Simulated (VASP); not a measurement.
Wanted: the native input for a VASP 6.6.1 run.

* Task: single point
* Functional: PBE
* Potentials or basis: VASP PAW PBE potentials, release 64 (Pt, Se)
* Cutoff: 520 eV
* k mesh: 12 × 12 × 4
* Occupations: gaussian, width 0.02 eV
* Spin: no spin polarisation
* Dipole correction: no
* Further INCAR settings: ALGO = Normal; EDIFF = 1e-06; NBANDS = 18

The structure of PtSe2 lies in POSCAR:

```
PtSe2
1.0
    3.6390127226      0.0000000000      0.0000000000
   -1.8195063613      3.1514774625      0.0000000000
    0.0000000000      0.0000000000      6.9382303938
Pt Se
1 2
Direct
    0.0000000000      0.0000000000      0.0000000000
    0.6666666667      0.3333333333      0.8024496451
    0.3333333333      0.6666666667      0.1975503549
```

This cell differs from its parent crystal: biaxial strain in the a-b plane: -3.0 %, then relaxed in part.

The input as run:

INCAR

```
PREC = Accurate ; ENCUT = 520
EDIFF = 1E-6 ; ISMEAR = 0
SIGMA = 0.02 ; LREAL = False
LASPH = True ; NELM = 60
ALGO = Normal ; ISIF = 2
LWAVE = False ; LCHARG = True
GGA = PE ; LELF = True
LVHAR = True ; NBANDS = 18
```

KPOINTS

```
regular mesh
0
Gamma
  12 12 4
```

Potentials or basis: VASP PAW PBE potentials, release 64 (Pt, Se).

Run with:

```console
$ cat potpaw_PBE.64/Pt/POTCAR potpaw_PBE.64/Se/POTCAR > POTCAR
$ mpirun -np 1 vasp_std > vasp.out
```

It gave:

```yaml
Pressure: 2.8 GPa
Band_gap_on_the_k_mesh: 1.06 eV (least direct gap 1.38 eV)
```

Caveat: the cell differs from its parent crystal (biaxial strain in the a-b plane: -3.0 %, then relaxed in part); spin-orbit coupling is left out, which moves the levels of the heavy elements; this functional lacks dispersion, which binds layers or chains, so the pressure and a relaxed spacing across them are unreliable.

It took 120 s on 1 thread of Intel Xeon 8259CL (shared host), peak memory 0.26 GiB.
